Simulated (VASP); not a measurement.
# MgO (Fm-3m) in VASP: further runs

The runs below take MgO through elastic constants, with PBEsol.

All numbers are computed with VASP 6.6.1; they aren't measurements. Logs are shortened: lines on timing, memory, paths and dates and some standing lists are left out, and cuts for length are marked.

## 1. The cell of the first run

The structure is cubic, space group Fm-3m (No. 225). Conventional cell: a = 4.102 Å, b = 4.102 Å, c = 4.102 Å, α = 90.00°, β = 90.00°, γ = 90.00°. Within 2.7 Å of Mg (site symmetry m-3m) lie 6 O at 2.05 Å. Within 2.7 Å of O (site symmetry m-3m) lie 6 Mg at 2.05 Å.

## 2. Elastic constants, PBEsol

INCAR reads:

```
SYSTEM = MgO
PREC = Accurate ; ENCUT = 600
EDIFF = 1E-8 ; ISMEAR = 0
SIGMA = 0.01 ; LREAL = .False.
LASPH = .True. ; NELM = 100
ALGO = Normal ; ISIF = 3
LWAVE = .False. ; LCHARG = .False.
GGA = PS ; IBRION = 6
NFREE = 2 ; POTIM = 0.015
NSW = 1
```

KPOINTS reads:

```
regular mesh
0
Gamma
  10 10 10
  0 0 0
```

POSCAR reads:

```
MgO
1.0
    0.0000000000      2.0511976960      2.0511976960
    2.0511976960      0.0000000000      2.0511976960
    2.0511976960      2.0511976960      0.0000000000
Mg O
1 1
Direct
    0.0000000000      0.0000000000      0.0000000000
    0.5000000000      0.5000000000      0.5000000000
```

Potentials or basis: VASP PAW PBE potentials, release 64 (Mg, O).

Launch:

```console
$ cat potpaw_PBE.64/Mg/POTCAR potpaw_PBE.64/O/POTCAR > POTCAR
$ mpirun -np 1 vasp_std > vasp.out
```

OUTCAR:

```text
SYSTEM = MgO
   PREC = Accurate
   ENCUT = 600
   EDIFF = 1E-8
   ISMEAR = 0
   LREAL = .False.
   LASPH = .True.
   NELM = 100
   ISIF = 3
   GGA = PS
   IBRION = 6
   NFREE = 2
   POTIM = 0.015
   NSW = 1

 ion  position               nearest neighbor table
   1  0.000  0.000  0.000-   2 2.05   2 2.05   2 2.05   2 2.05   2 2.05   2 2.05
   2  0.500  0.500  0.500-   1 2.05   1 2.05   1 2.05   1 2.05   1 2.05   1 2.05

  LATTYP: Found a face centered cubic cell.
 ALAT       =     4.1023953920

  Lattice vectors:

 A1 = (   0.0000000000,   2.0511976960,   2.0511976960)
 A2 = (   2.0511976960,   0.0000000000,   2.0511976960)
 A3 = (   2.0511976960,   2.0511976960,   0.0000000000)

Analysis of symmetry for initial positions (statically):
=====================================================================
 Subroutine PRICEL returns:
 Original cell was already a primitive cell.

 Routine SETGRP: Setting up the symmetry group for a
 face centered cubic supercell.

 Subroutine GETGRP returns: Found 48 space group operations
 (whereof 48 operations were pure point group operations)
 out of a pool of 48 trial point group operations.

The static configuration has the point symmetry O_h .

Analysis of symmetry for dynamics (positions and initial velocities):
=====================================================================
 Subroutine PRICEL returns:
 Original cell was already a primitive cell.

 Routine SETGRP: Setting up the symmetry group for a
 face centered cubic supercell.

 Subroutine GETGRP returns: Found 48 space group operations
 (whereof 48 operations were pure point group operations)
 out of a pool of 48 trial point group operations.

The dynamic configuration has the point symmetry O_h .

 Subroutine INISYM returns: Found 48 space group operations
 (whereof 48 operations are pure point group operations),
 and found     1 'primitive' translations

----------------------------------------------------------------------------------------

                                     Primitive cell

  volume of cell :      17.2605

  direct lattice vectors                    reciprocal lattice vectors
     0.000000000  2.051197696  2.051197696    -0.243760024  0.243760024  0.243760024
     2.051197696  0.000000000  2.051197696     0.243760024 -0.243760024  0.243760024
     2.051197696  2.051197696  0.000000000     0.243760024  0.243760024 -0.243760024

  length of vectors
     2.900831601  2.900831601  2.900831601     0.422204747  0.422204747  0.422204747

  position of ions in fractional coordinates (direct lattice)
     0.000000000  0.000000000  0.000000000
     0.500000000  0.500000000  0.500000000

  ion indices of the primitive-cell ions
   primitive index   ion index
                 1           1
                 2           2

----------------------------------------------------------------------------------------

 KPOINTS: regular mesh

Automatic generation of k-mesh.
 Grid dimensions read from file:
 generate k-points for:   10   10   10
[... 104 lines left out ...]

 number of electron       7.9999997 magnetization

 Free energy of the ion-electron system (eV)
  ---------------------------------------------------
  ext. energy  EPLUGINS =         0.00000000
  ---------------------------------------------------
  free energy    TOTEN  =       -12.45447621 eV

  energy without entropy =      -12.45447621  energy(sigma->0) =      -12.45447621

------------------------ aborting loop because EDIFF is reached ----------------------------------------

  FORCE on cell =-STRESS in cart. coord.  units (eV):
  Direction    XX          YY          ZZ          XY          YZ          ZX
  --------------------------------------------------------------------------------------
  -------------------------------------------------------------------------------------
  Total        1.5525379      1.5525379      1.5525379      0.0000000      0.0000000      0.0000000
  in kB      144.1120315    144.1120315    144.1120315      0.0000000      0.0000000      0.0000000
  external PRESSURE =     144.1120315 kB  Pullay stress =       0.0000000 kB
[... 89 lines left out ...]
  FREE ENERGIE OF THE ION-ELECTRON SYSTEM (eV)
  ---------------------------------------------------
  free  energy   TOTEN  =       -12.4257007936 eV

  energy  without entropy=      -12.4257007936  energy(sigma->0) =      -12.42570079

[... ionic steps 4 to 14 ...]

--------------------------------------- Ionic step       15  -------------------------------------------

 number of electron       7.9999997 magnetization

------------------------ aborting loop because EDIFF is reached ----------------------------------------
[... 67 lines left out ...]
--------------------------------------- Ionic step       17  -------------------------------------------

 number of electron       7.9999999 magnetization

 Free energy of the ion-electron system (eV)
  ---------------------------------------------------
  ext. energy  EPLUGINS =         0.00000000
  ---------------------------------------------------
  free energy    TOTEN  =       -12.45360684 eV

  energy without entropy =      -12.45360684  energy(sigma->0) =      -12.45360684

 E-fermi :   3.8164     XC(G=0): -11.6988

 val. band max:        3.6857328729   @ k =   0.0000   0.0000   0.0000
 cond. band min:       9.1252078516   @ k =   0.0000   0.0000   0.0000
 fundamental gap:      5.4394749787
 Fermi energy:         3.8163608359

 k-point     1 :       0.0000    0.0000    0.0000
  band No.  band energies     occupation
      1     -13.9501      2.00000
      2       3.6854      2.00000
      3       3.6857      2.00000
      4       3.6857      2.00000
      5       9.1252      0.00000
      6      19.7566      0.00000
      7      19.7572      0.00000
      8      19.7572      0.00000
[... 243 lines left out ...]
 k-point    24 :       0.4000    0.3000    0.0000
  band No.  band energies     occupation
      1     -12.4925      2.00000
      2      -0.2097      2.00000
      3       2.2424      2.00000
      4       2.4875      2.00000
      5      13.6533      0.00000
      6      14.2325      0.00000
      7      18.0240      0.00000
      8      22.7862      0.00000

 [... further k-points ...]
[... 5 lines left out ...]
  --------------------------------------------------------------------------------------
  -------------------------------------------------------------------------------------
  Total        1.5639026      1.5516941      1.5516941      0.0000000      0.0000000      0.0000000
  in kB      145.1669466    144.0337035    144.0337035      0.0000000      0.0000000      0.0000000
  external PRESSURE =     144.4114512 kB  Pullay stress =       0.0000000 kB
[... 17 lines left out ...]
  FREE ENERGIE OF THE ION-ELECTRON SYSTEM (eV)
  ---------------------------------------------------
  free  energy   TOTEN  =       -12.4536068402 eV

  energy  without entropy=      -12.4536068402  energy(sigma->0) =      -12.45360684

 INTERNAL STRAIN TENSORS FROM STRAINED CELLS
 ============================================

 INTERNAL STRAIN TENSOR FOR ION    1 for displacements in x,y,z  (eV/Angst):
          X           Y           Z          XY          YZ          ZX
  --------------------------------------------------------------------------------
  x    -0.00000    -0.00000     0.00000     0.00000     0.00000    -0.00000
  y    -0.00000     0.00000    -0.00000    -0.00000     0.00000     0.00000
  z    -0.00000     0.00000     0.00000    -0.00000    -0.00000     0.00000

 INTERNAL STRAIN TENSORS FROM DISPLACED ATOMS
 ============================================

 INTERNAL STRAIN TENSOR FOR ION    1 for displacements in x,y,z  (eV/Angst):
          X           Y           Z          XY          YZ          ZX
  --------------------------------------------------------------------------------
  x     0.00000     0.00000     0.00000     0.00000     0.00000     0.00000
  y     0.00000     0.00000     0.00000     0.00000     0.00000     0.00000
  z     0.00000     0.00000     0.00000     0.00000     0.00000     0.00000

 INTERNAL STRAIN TENSOR FOR ION    2 for displacements in x,y,z  (eV/Angst):
          X           Y           Z          XY          YZ          ZX
  --------------------------------------------------------------------------------
  x     0.00000     0.00000     0.00000     0.00000     0.00000     0.00000
  y     0.00000     0.00000     0.00000     0.00000     0.00000     0.00000
  z     0.00000     0.00000     0.00000     0.00000     0.00000     0.00000

 Eigenvectors and eigenvalues of the dynamical matrix
 ----------------------------------------------------

   1 f  =   14.010523 THz    88.030715 2PiTHz  467.340759 cm-1    57.942843 meV
             X         Y         Z           dx          dy          dz
      0.000000  0.000000  0.000000    -0.000000   -0.630323   -0.000000
      2.051198  2.051198  2.051198     0.000000    0.776333   -0.000000
[... 21 lines left out ...]
   6 f/i=    0.004782 THz     0.030044 2PiTHz    0.159499 cm-1     0.019775 meV
             X         Y         Z           dx          dy          dz
      0.000000  0.000000  0.000000    -0.352124    0.628070    0.290223
      2.051198  2.051198  2.051198    -0.285898    0.509945    0.235639

--------------------------------------------------------------------------------------------------------

 ELASTIC MODULI CONTR FROM IONIC RELAXATION (kBar)
 Direction    XX          YY          ZZ          XY          YZ          ZX
 --------------------------------------------------------------------------------
 XX           0.0000      0.0000      0.0000      0.0000      0.0000      0.0000
 YY           0.0000      0.0000      0.0000      0.0000      0.0000      0.0000
 ZZ           0.0000      0.0000      0.0000      0.0000      0.0000      0.0000
 XY           0.0000      0.0000      0.0000      0.0000      0.0000      0.0000
 YZ           0.0000      0.0000      0.0000      0.0000      0.0000      0.0000
 ZX           0.0000      0.0000      0.0000      0.0000      0.0000      0.0000
 --------------------------------------------------------------------------------

 TOTAL ELASTIC MODULI (kBar)
 Direction    XX          YY          ZZ          XY          YZ          ZX
 --------------------------------------------------------------------------------
 XX        4145.8912    988.8453    988.8453      0.0000      0.0000     -0.0000
 YY         988.8453   4145.8912    988.8453      0.0000     -0.0000      0.0000
 ZZ         988.8453    988.8453   4145.8912      0.0000      0.0000      0.0000
 XY           0.0000      0.0000      0.0000   1586.7681     -0.0000      0.0000
 YZ           0.0000     -0.0000      0.0000     -0.0000   1586.7681      0.0000
 ZX          -0.0000      0.0000      0.0000      0.0000      0.0000   1586.7681
 --------------------------------------------------------------------------------
```

It took 4.4 min on 1 thread of AMD EPYC 9R45 (Zen 5), shared host; peak memory 0.21 GiB.

Results:

| Quantity | Value |
| --- | --- |
| Elastic constants C11, C12, C44 | 415, 99, 159 GPa |
| Voigt bulk modulus | 204 GPa |
| Highest phonon frequency at Γ, LO-TO splitting left out | 467 cm⁻¹ |

Phonon frequencies in cm⁻¹ (negative: imaginary):
| q point | frequencies |
| --- | --- |
| (0.000, 0.000, 0.000) | 0 0 0 467 467 467 |

Elastic tensor in Voigt notation (GPa, in the Cartesian axes of the cell as first typed):
```
415  99  99   0   0   0
 99 415  99   0   0   0
 99  99 415   0   0   0
  0   0   0 159   0   0
  0   0   0   0 159   0
  0   0   0   0   0 159
```

Clamped-ion elastic tensor (GPa):
```
415  99  99   0   0   0
 99 415  99   0   0   0
 99  99 415   0   0   0
  0   0   0 159   0   0
  0   0   0   0 159   0
  0   0   0   0   0 159
```

Caveat: the cell is under stress, which shifts elastic constants; the PAW data sets were made with another functional, which shifts forces and pressure a little.

## 3. Elastic constants, PBEsol

This run uses another cell than the first one, of 8.84 Å³/atom, 1.024 times its volume.

INCAR reads:

```
SYSTEM = MgO
ALGO = Normal ; EDIFF = 1E-8
ENCUT = 600 ; GGA = PS
IBRION = 6 ; ISIF = 3
ISMEAR = 0 ; LASPH = .TRUE.
LCHARG = .FALSE. ; LREAL = .FALSE.
LWAVE = .FALSE. ; NBANDS = 11
NELM = 80 ; NFREE = 2
NSW = 1 ; POTIM = 0.015
PREC = Accurate ; SIGMA = 0.01
```

KPOINTS reads:

```
k-points
0
G
  10 10 10
  0 0 0
```

POSCAR reads:

```
MgO
1.0
    0.0000000000      2.0677629334      2.0677629334
    2.0677629334      0.0000000000      2.0677629334
    2.0677629334      2.0677629334      0.0000000000
Mg O
1 1
Direct
    0.0000000000      0.0000000000      0.0000000000
    0.5000000000      0.5000000000      0.5000000000
```

Potentials or basis: VASP PAW PBE potentials, release 64 (Mg, O).

Launch:

```console
$ cat potpaw_PBE.64/Mg/POTCAR potpaw_PBE.64/O/POTCAR > POTCAR
$ mpirun -np 1 vasp_std > vasp.out
```

OUTCAR:

```text
SYSTEM = MgO
   EDIFF = 1E-8
   ENCUT = 600
   GGA = PS
   IBRION = 6
   ISIF = 3
   ISMEAR = 0
   LASPH = .TRUE.
   LREAL = .FALSE.
   NELM = 80
   NFREE = 2
   NSW = 1
   POTIM = 0.015
   PREC = Accurate

 ion  position               nearest neighbor table
[... 786 lines left out ...]
   1 f  =   13.306049 THz    83.604372 2PiTHz  443.842021 cm-1    55.029372 meV
             X         Y         Z           dx          dy          dz
      0.000000  0.000000  0.000000    -0.630171   -0.007697   -0.001567
      2.067763  2.067763  2.067763     0.776356    0.009483    0.001930
[... 21 lines left out ...]
   6 f/i=    0.002772 THz     0.017417 2PiTHz    0.092465 cm-1     0.011464 meV
             X         Y         Z           dx          dy          dz
      0.000000  0.000000  0.000000     0.540856   -0.554389   -0.054318
      2.067763  2.067763  2.067763     0.439014   -0.450000   -0.044090

--------------------------------------------------------------------------------------------------------

 ELASTIC MODULI CONTR FROM IONIC RELAXATION (kBar)
 Direction    XX          YY          ZZ          XY          YZ          ZX
 --------------------------------------------------------------------------------
 XX           0.0000      0.0000      0.0000      0.0000      0.0000      0.0000
 YY           0.0000      0.0000      0.0000      0.0000      0.0000      0.0000
 ZZ           0.0000      0.0000      0.0000      0.0000      0.0000      0.0000
 XY           0.0000      0.0000      0.0000      0.0000      0.0000      0.0000
 YZ           0.0000      0.0000      0.0000      0.0000      0.0000      0.0000
 ZX           0.0000      0.0000      0.0000      0.0000      0.0000      0.0000
 --------------------------------------------------------------------------------

 TOTAL ELASTIC MODULI (kBar)
 Direction    XX          YY          ZZ          XY          YZ          ZX
 --------------------------------------------------------------------------------
 XX        3753.3431    963.0056    963.0056     -0.0000      0.0000     -0.0000
 YY         963.0056   3753.3431    963.0056      0.0000     -0.0000     -0.0000
 ZZ         963.0056    963.0056   3753.3431     -0.0000      0.0000      0.0000
 XY          -0.0000      0.0000     -0.0000   1546.4937      0.0000      0.0000
 YZ           0.0000     -0.0000      0.0000      0.0000   1546.4937     -0.0000
 ZX          -0.0000     -0.0000      0.0000      0.0000     -0.0000   1546.4937
 --------------------------------------------------------------------------------
```

OSZICAR:

```text
N       E                     dE             d eps       ncg     rms          rms(c)
DAV:   1     0.196013538251E+02    0.19601E+02   -0.50439E+03  1138   0.735E+02
DAV:   2    -0.130850148447E+02   -0.32686E+02   -0.31476E+02  1191   0.152E+02
DAV:   3    -0.138865652464E+02   -0.80155E+00   -0.80069E+00  1235   0.209E+01
DAV:   4    -0.138886634332E+02   -0.20982E-02   -0.20982E-02  1136   0.118E+00
[... 179 lines left out ...]
DAV:   4    -0.124859448340E+02   -0.94088E-05   -0.14572E-04  2484   0.959E-02    0.213E-02
DAV:   5    -0.124859424362E+02    0.23978E-05   -0.47062E-06  2472   0.192E-02    0.988E-03
DAV:   6    -0.124859419829E+02    0.45326E-06   -0.22809E-06  2544   0.136E-02    0.109E-03
DAV:   7    -0.124859419824E+02    0.55974E-09   -0.11990E-07  2478   0.306E-03    0.820E-04
DAV:   8    -0.124859419799E+02    0.24849E-08   -0.60030E-09  1317   0.646E-04
  17 F= -.12485942E+02 E0= -.12485942E+02  d E =-.324936E-70
```

stdout:

```text
POSCAR found type information on POSCAR MgO
 POSCAR found :  2 types and       2 ions
 scaLAPACK will be used
 -----------------------------------------------------------------------------
|                                                                             |
|                                                                             |
|     You enforced a specific xc type in the INCAR file but a different       |
|     I HOPE YOU KNOW WHAT YOU ARE DOING!                                     |
[... 32 lines left out ...]
 Finite differences progress:
 bond charge predicted
 Finite differences progress:
 bond charge predicted
 Finite differences progress:
 bond charge predicted
 Finite differences progress:
 bond charge predicted
 Finite differences progress:
 bond charge predicted
 Finite differences progress:
 bond charge predicted
 Finite differences progress:
```

Wall time 5.6 min (1 thread of AMD EPYC 9R45 (Zen 5), shared host); peak memory 0.21 GiB.

Results:

```yaml
Elastic_constants_C11_C12_C44: 375, 96, 155 GPa
Voigt_bulk_modulus: 189 GPa
Highest_phonon_frequency_at_Γ_LO-TO_splitting_left_out: 444 cm⁻¹
```

Phonon frequencies in cm⁻¹ (negative: imaginary):
```
              q point        frequencies
(0.000, 0.000, 0.000)  0 0 0 444 444 444
```

Elastic tensor in Voigt notation (GPa, in the Cartesian axes of the cell as first typed):
```
375  96  96   0   0   0
 96 375  96   0   0   0
 96  96 375   0   0   0
  0   0   0 155   0   0
  0   0   0   0 155   0
  0   0   0   0   0 155
```

Clamped-ion elastic tensor (GPa):
```
375  96  96   0   0   0
 96 375  96   0   0   0
 96  96 375   0   0   0
  0   0   0 155   0   0
  0   0   0   0 155   0
  0   0   0   0   0 155
```

Caveat: the cell is under stress, which shifts elastic constants; the PAW data sets were made with another functional, which shifts forces and pressure a little.
